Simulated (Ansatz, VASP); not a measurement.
# Two plane-wave programs on Os

```
CELL_PARAMETERS angstrom
-1.54583 1.54583 1.54583
1.54583 -1.54583 1.54583
1.54583 1.54583 -1.54583
ATOMIC_POSITIONS crystal
Os 0.00000 0.00000 0.00000
```

Alike in both runs: task single point; functional PBE; k mesh 10 × 10 × 10; occupations gaussian, width 0.05 eV; no spin polarisation.

```csv
,VASP,Ansatz
version,VASP 6.6.1,Ansatz 0.2.0
potentials or method,"VASP PAW PBE potentials, release 64 (Os), cutoff 600 eV","scalar-relativistic, plane waves, PAW"
valence electrons in the cell,8,16
```

Ansatz gave:

- gap on the k mesh at the Fermi level (eV): none
- pressure (GPa): -0.2

Estimate VASP's values.

gap on the k mesh at the Fermi level (eV): none; pressure (GPa): 0.1.

A gap of «none» marks a metal or a gap that the smearing closes. VASP's potentials hold 8 valence electrons a cell and Ansatz's 16, so a difference there can come from the potentials and not from the codes.

Neither program's run includes spin-orbit coupling.
